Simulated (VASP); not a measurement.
# Pb (Fm-3m) in VASP: a series of runs, part 2 of 3

VASP 6.6.1. The steps go on from the part before.

**3. Single point, r2SCAN+rVV10**

This run uses another cell than the first one, of 30.45 Å³/atom, 1.004 times its volume.

File POSCAR:

```
Pb
1.0
    0.0000000000      2.4785804165      2.4785804165
    2.4785804165      0.0000000000      2.4785804165
    2.4785804165      2.4785804165      0.0000000000
Pb
1
Direct
    0.0000000000      0.0000000000      0.0000000000
```

File INCAR.step1:

```
  PREC = Accurate
  ENCUT = 520
  ISMEAR = 0
  SIGMA = 0.1
  LREAL = F
  LASPH = T
  NELM = 60
  NBANDS = 13
  GGA = PE
  ALGO = Normal
  EDIFF = 1E-4
  LWAVE = T
  LCHARG = F
```

File INCAR.step2:

```
  PREC = Accurate
  ENCUT = 520
  EDIFF = 1E-6
  ISMEAR = 0
  SIGMA = 0.1
  LREAL = F
  LASPH = T
  NELM = 60
  ALGO = Normal
  ISIF = 2
  LWAVE = F
  LCHARG = T
  METAGGA = R2SCAN
  LMIXTAU = T
  LUSE_VDW = T
  IVDW_NL = 2
  BPARAM = 11.95
  CPARAM = 0.0093
  LELF = T
  LVHAR = T
  NBANDS = 13
  ISTART = 1
```

File KPOINTS:

```
regular mesh
0
Gamma
  14 14 14
```

Potentials or basis: VASP PAW PBE potentials, release 64 (Pb_d).

Started as:

```sh
> cat potpaw_PBE.64/Pb_d/POTCAR > POTCAR
> cp INCAR.step1 INCAR
> mpirun -np 1 vasp_std > vasp.out
> cp INCAR.step2 INCAR
> mpirun -np 1 vasp_std > vasp.out
```

OUTCAR:

```text
PREC = Accurate
   ENCUT = 520
   EDIFF = 1E-6
   ISMEAR = 0
   LREAL = F
   LASPH = T
   NELM = 60
   ISIF = 2
   METAGGA = R2SCAN
   IVDW_NL = 2
   BPARAM = 11.95
   ISTART = 1

 ion  position               nearest neighbor table
   1  0.000  0.000  0.000-

  LATTYP: Found a face centered cubic cell.
 ALAT       =     4.9571608330

  Lattice vectors:

 A1 = (   0.0000000000,   2.4785804165,   2.4785804165)
 A2 = (   2.4785804165,   0.0000000000,   2.4785804165)
 A3 = (   2.4785804165,   2.4785804165,   0.0000000000)

Analysis of symmetry for initial positions (statically):
=====================================================================
 Subroutine PRICEL returns:
 Original cell was already a primitive cell.

 Routine SETGRP: Setting up the symmetry group for a
 face centered cubic supercell.

 Subroutine GETGRP returns: Found 48 space group operations
 (whereof 48 operations were pure point group operations)
 out of a pool of 48 trial point group operations.

[... 161 lines left out ...]
  energy without entropy =      -55.91770425  energy(sigma->0) =      -55.91881740

 E-fermi :   7.1953     XC(G=0): -10.9365

 val. band max:        7.1834573153   @ k =  -0.2857   0.2857   0.0714
 cond. band min:       7.2238350159   @ k =   0.3571   0.2143   0.0000
 fundamental gap:      0.0403777005
 Fermi energy:         7.1952927458

 k-point     1 :       0.0000    0.0000    0.0000
  band No.  band energies     occupation
      1     -10.5371      2.00000
      2     -10.5371      2.00000
      3     -10.5371      2.00000
      4     -10.3902      2.00000
      5     -10.3902      2.00000
      6      -5.1135      2.00000
      7      14.8584      0.00000
      8      14.8584      0.00000
      9      14.8584      0.00000
     10      17.5537      0.00000
     11      19.3795      0.00000
     12      20.2127      0.00000
     13      20.2127      0.00000
[... 354 lines left out ...]
  band No.  band energies     occupation
      1     -10.5810      2.00000
      2     -10.4764      2.00000
      3     -10.4463      2.00000
      4     -10.4022      2.00000
      5     -10.3164      2.00000
      6      -3.6124      2.00000
      7       8.4842      0.00000
      8      12.0608      0.00000
      9      12.3349      0.00000
     10      16.1264      0.00000
     11      17.7655      0.00000
     12      21.6246      0.00000
     13      22.3727      0.00000

 [... further k-points ...]
[... 5 lines left out ...]
  --------------------------------------------------------------------------------------
  -------------------------------------------------------------------------------------
  Total        0.0298662      0.0298662      0.0298662      0.0000000     -0.0000000      0.0000000
  in kB        1.5712745      1.5712745      1.5712745      0.0000000     -0.0000000      0.0000000
  external PRESSURE =       1.5712745 kB  Pullay stress =       0.0000000 kB

 VOLUME and BASIS-vectors are now :
 -----------------------------------------------------------------------------
  energy-cutoff  :      520.00
  volume of cell :       30.45
      direct lattice vectors                 reciprocal lattice vectors
     0.000000000  2.478580416  2.478580416    -0.201728375  0.201728375  0.201728375
     2.478580416  0.000000000  2.478580416     0.201728375 -0.201728375  0.201728375
     2.478580416  2.478580416  0.000000000     0.201728375  0.201728375 -0.201728375

 POSITION                                       TOTAL-FORCE (eV/Angst)
 -----------------------------------------------------------------------------------
      0.00000      0.00000      0.00000         0.000000      0.000000      0.000000
 -----------------------------------------------------------------------------------
    total drift:                               -0.000000     -0.000000     -0.000000

  FREE ENERGIE OF THE ION-ELECTRON SYSTEM (eV)
  ---------------------------------------------------
  free  energy   TOTEN  =       -55.9199305459 eV

  energy  without entropy=      -55.9177042511  energy(sigma->0) =      -55.91881740
```

OUTCAR.step1:

```text
PREC = Accurate
   ENCUT = 520
   ISMEAR = 0
   LREAL = F
   LASPH = T
[... 600 lines left out ...]

 POSITION                                       TOTAL-FORCE (eV/Angst)
 -----------------------------------------------------------------------------------
      0.00000      0.00000      0.00000        -0.000000      0.000000      0.000000
 -----------------------------------------------------------------------------------
    total drift:                               -0.000000     -0.000000     -0.000000

  FREE ENERGIE OF THE ION-ELECTRON SYSTEM (eV)
  ---------------------------------------------------
  free  energy   TOTEN  =        -3.5583039372 eV

  energy  without entropy=       -3.5561433731  energy(sigma->0) =       -3.55722366
```

OSZICAR.step1:

```text
N       E                     dE             d eps       ncg     rms          rms(c)
DAV:   1     0.107507385991E+03    0.10751E+03   -0.71734E+03  2742   0.127E+03
DAV:   2     0.164849963880E+01   -0.10586E+03   -0.10264E+03  2864   0.315E+02
DAV:   3    -0.344541824656E+01   -0.50939E+01   -0.50737E+01  3307   0.734E+01
DAV:   4    -0.356445740426E+01   -0.11904E+00   -0.11898E+00  3382   0.120E+01
DAV:   5    -0.356962921286E+01   -0.51718E-02   -0.51715E-02  3736   0.233E+00    0.521E-01
DAV:   6    -0.356052487769E+01    0.91043E-02   -0.12755E-02  3543   0.198E+00    0.259E-01
DAV:   7    -0.355835615272E+01    0.21687E-02   -0.55385E-03  3534   0.122E+00    0.879E-02
DAV:   8    -0.355830393722E+01    0.52215E-04   -0.41085E-04  3424   0.323E-01
   1 F= -.35583039E+01 E0= -.35572237E+01  d E =-.216056E-02
```

Run time: 2 min. Hardware: 1 thread of AMD EPYC 9R45 (Zen 5), shared host; peak memory 0.25 GiB.

Results:

```
Free energy            : -55.9199 eV
Pressure               : 0.2 GPa
Band gap on the k mesh : zero (band 7 reaches 14.86 eV, above the bottom of band 8 at 5.56 eV)
```

Levels at points of the mesh, in eV from the Fermi level:
```tsv
k point	band 5	band 6	band 7	band 8	band 9	band 10
(0.00, 0.00, 0.00)	-17.59	-12.31	7.66	7.66	7.66	10.36
(0.50, 0.00, 0.00)	-17.44	-8.51	-4.41	5.74	5.74	9.89
(0.50, 0.50, 0.00)	-17.41	-7.01	-3.49	2.07	2.07	5.83
```

Caveat: the PAW data sets were made with another functional, which shifts forces and pressure a little; spin-orbit coupling is left out, which moves the levels of the heavy elements.

**4. Relaxation of cell and atoms, r2SCAN+rVV10**

File POSCAR:

```
Pb
1.0
    0.0000000000      2.4750200000      2.4750200000
    2.4750200000      0.0000000000      2.4750200000
    2.4750200000      2.4750200000      0.0000000000
Pb
1
Direct
    0.0000000000      0.0000000000      0.0000000000
```

File INCAR.step1:

```
PREC = Accurate ; ENCUT = 600
ISMEAR = 0 ; SIGMA = 0.1
LREAL = F ; LASPH = T
NELM = 100 ; GGA = PE
ALGO = Normal ; EDIFF = 1E-4
LWAVE = T ; LCHARG = F
```

File INCAR.step2:

```
PREC = Accurate ; ENCUT = 600
EDIFF = 1E-7 ; ISMEAR = 0
SIGMA = 0.1 ; LREAL = F
LASPH = T ; NELM = 100
ALGO = Normal ; ISIF = 3
LWAVE = F ; LCHARG = F
METAGGA = R2SCAN ; LMIXTAU = T
LUSE_VDW = T ; IVDW_NL = 2
BPARAM = 11.95 ; CPARAM = 0.0093
IBRION = 2 ; NSW = 100
EDIFFG = -0.002 ; ISTART = 1
```

File KPOINTS:

```
Automatic mesh
0
Gamma
  14 14 14
```

Potentials or basis: VASP PAW PBE potentials, release 64 (Pb_d).

Started as:

```sh
> cat potpaw_PBE.64/Pb_d/POTCAR > POTCAR
> cp INCAR.step1 INCAR
> mpirun -np 1 vasp_std > vasp.out
> cp INCAR.step2 INCAR
> mpirun -np 1 vasp_std > vasp.out
```

OUTCAR:

```text
PREC = Accurate
   ENCUT = 600
   EDIFF = 1E-7
   ISMEAR = 0
   LREAL = F
   LASPH = T
   NELM = 100
   ISIF = 3
   METAGGA = R2SCAN
   IVDW_NL = 2
   BPARAM = 11.95
   IBRION = 2
   NSW = 100
   EDIFFG = -0.002
   ISTART = 1

 ion  position               nearest neighbor table
   1  0.000  0.000  0.000-

  LATTYP: Found a face centered cubic cell.
 ALAT       =     4.9500400000

  Lattice vectors:

 A1 = (   0.0000000000,   2.4750200000,   2.4750200000)
 A2 = (   2.4750200000,   0.0000000000,   2.4750200000)
 A3 = (   2.4750200000,   2.4750200000,   0.0000000000)

Analysis of symmetry for initial positions (statically):
=====================================================================
 Subroutine PRICEL returns:
 Original cell was already a primitive cell.

 Routine SETGRP: Setting up the symmetry group for a
 face centered cubic supercell.

 Subroutine GETGRP returns: Found 48 space group operations
 (whereof 48 operations were pure point group operations)
 out of a pool of 48 trial point group operations.

The static configuration has the point symmetry O_h .

Analysis of symmetry for dynamics (positions and initial velocities):
=====================================================================
 Subroutine PRICEL returns:
 Original cell was already a primitive cell.

 Routine SETGRP: Setting up the symmetry group for a
 face centered cubic supercell.

 Subroutine GETGRP returns: Found 48 space group operations
 (whereof 48 operations were pure point group operations)
 out of a pool of 48 trial point group operations.

The dynamic configuration has the point symmetry O_h .

 Subroutine INISYM returns: Found 48 space group operations
 (whereof 48 operations are pure point group operations),
 and found     1 'primitive' translations

[... 125 lines left out ...]
 conjugate gradient relaxation of ions
 non-spin polarized calculation
 Gauss-broadening in eV      SIGMA  =   0.10
  energy-cutoff  :      600.00
  volume of cell :       30.32
 maximum number of plane-waves:      1026
   NGX = 13   NGY = 13   NGZ = 13

--------------------------------------- Ionic step        1  -------------------------------------------

 number of electron      13.9999999 magnetization

 Free energy of the ion-electron system (eV)
  ---------------------------------------------------
  ext. energy  EPLUGINS =         0.00000000
  ---------------------------------------------------
  free energy    TOTEN  =       -55.91958990 eV

  energy without entropy =      -55.91739346  energy(sigma->0) =      -55.91849168

------------------------ aborting loop because EDIFF is reached ----------------------------------------

  FORCE on cell =-STRESS in cart. coord.  units (eV):
  Direction    XX          YY          ZZ          XY          YZ          ZX
  --------------------------------------------------------------------------------------
  -------------------------------------------------------------------------------------
  Total        0.0822704      0.0822704      0.0822704      0.0000000      0.0000000     -0.0000000
  in kB        4.3469816      4.3469816      4.3469816      0.0000000      0.0000000     -0.0000000
  external PRESSURE =       4.3469816 kB  Pullay stress =       0.0000000 kB
[... 57 lines left out ...]
--------------------------------------- Ionic step        3  -------------------------------------------

 number of electron      14.0000000 magnetization

 Free energy of the ion-electron system (eV)
  ---------------------------------------------------
  ext. energy  EPLUGINS =         0.00000000
  ---------------------------------------------------
  free energy    TOTEN  =       -55.91995125 eV

  energy without entropy =      -55.91769164  energy(sigma->0) =      -55.91882144

 E-fermi :   7.1415     XC(G=0): -10.9123

 val. band max:        7.1331059254   @ k =  -0.2857   0.2857   0.0714
 cond. band min:       7.1655014628   @ k =   0.3571   0.2143   0.0000
 fundamental gap:      0.0323955374
 Fermi energy:         7.1415103672

 k-point     1 :       0.0000    0.0000    0.0000
  band No.  band energies     occupation
      1     -10.5846      2.00000
      2     -10.5846      2.00000
      3     -10.5846      2.00000
      4     -10.4398      2.00000
      5     -10.4398      2.00000
      6      -5.1327      2.00000
      7      14.7699      0.00000
      8      14.7699      0.00000
      9      14.7699      0.00000
     10      17.4990      0.00000
     11      19.2665      0.00000
[... 309 lines left out ...]
 k-point    24 :       0.2857    0.1429    0.0000
  band No.  band energies     occupation
      1     -10.6278      2.00000
      2     -10.5247      2.00000
      3     -10.4951      2.00000
      4     -10.4515      2.00000
      5     -10.3670      2.00000
      6      -3.6394      2.00000
      7       8.4216      0.00000
      8      11.9894      0.00000
      9      12.2574      0.00000
     10      16.0623      0.00000
     11      17.6927      0.00000

 [... further k-points ...]
[... 5 lines left out ...]
  --------------------------------------------------------------------------------------
  -------------------------------------------------------------------------------------
  Total        0.0010818      0.0010818      0.0010818      0.0000000     -0.0000000      0.0000000
  in kB        0.0566538      0.0566538      0.0566538      0.0000000     -0.0000000      0.0000000
  external PRESSURE =       0.0566538 kB  Pullay stress =       0.0000000 kB
[... 16 lines left out ...]
  FREE ENERGIE OF THE ION-ELECTRON SYSTEM (eV)
  ---------------------------------------------------
  free  energy   TOTEN  =       -55.9199512465 eV

  energy  without entropy=      -55.9176916388  energy(sigma->0) =      -55.91882144

 reached required accuracy - stopping structural energy minimisation
```

OSZICAR.step1:

```text
N       E                     dE             d eps       ncg     rms          rms(c)
DAV:   1     0.107358633985E+03    0.10736E+03   -0.79800E+03  2300   0.164E+03
DAV:   2     0.123513296167E+01   -0.10612E+03   -0.10417E+03  2342   0.342E+02
DAV:   3    -0.345233384286E+01   -0.46875E+01   -0.46630E+01  2725   0.827E+01
DAV:   4    -0.356281288326E+01   -0.11048E+00   -0.11044E+00  2742   0.138E+01
DAV:   5    -0.356790336416E+01   -0.50905E-02   -0.50904E-02  2925   0.271E+00    0.524E-01
DAV:   6    -0.355873080577E+01    0.91726E-02   -0.15013E-02  2807   0.233E+00    0.260E-01
DAV:   7    -0.355649308664E+01    0.22377E-02   -0.65711E-03  2756   0.148E+00    0.870E-02
DAV:   8    -0.355643397120E+01    0.59115E-04   -0.40588E-04  2568   0.390E-01
   1 F= -.35564340E+01 E0= -.35553646E+01  d E =-.213870E-02
```

Run time: 5.4 min. Hardware: 1 thread of AMD EPYC 9R45 (Zen 5), shared host; peak memory 0.27 GiB.

Results:

```
Free energy                            : -55.9200 eV
Relaxed volume                         : 30.59 Å³/atom
Relaxed cell                           : a = 3.511 Å, b = 3.511 Å, c = 3.511 Å, α = 60.00°, β = 60.00°, γ = 60.00°
Space group after relaxing (to 0.05 Å) : Fm-3m (No. 225)
Energy gained by relaxing              : 0.4 meV/atom
Ionic steps                            : 3
Pressure after relaxing                : 0.0 GPa
Band gap on the k mesh                 : zero (band 7 reaches 14.77 eV, above the bottom of band 8 at 5.52 eV)
```

Step by step:
```tsv
step	energy change (eV)	largest force (eV/Å)	pressure (GPa)	volume (Å³)
1	0.0000	0.0000	0.43	30.32
2	-0.0003	0.0000	-0.14	30.69
3	-0.0004	0.0000	0.01	30.59
```

Final structure:
```
CELL_PARAMETERS angstrom
0.00000 2.48235 2.48235
2.48235 0.00000 2.48235
2.48235 2.48235 0.00000
ATOMIC_POSITIONS crystal
Pb 0.00000 0.00000 0.00000
```

Levels at points of the mesh, in eV from the Fermi level:
```tsv
k point	band 4	band 5	band 6	band 7	band 8	band 9	band 10	band 11
(0.00, 0.00, 0.00)	-17.58	-17.58	-12.27	7.63	7.63	7.63	10.36	12.12
(0.50, 0.00, 0.00)	-17.44	-17.44	-8.50	-4.39	5.72	5.72	9.89	9.93
(0.50, 0.50, 0.00)	-17.40	-17.40	-7.01	-3.47	2.07	2.07	5.82	6.94
```

Caveat: the PAW data sets were made with another functional, which shifts forces and pressure a little; spin-orbit coupling is left out, which moves the levels of the heavy elements. Zero-point motion and thermal expansion aren't in these numbers.

[end of part 2 of 3]
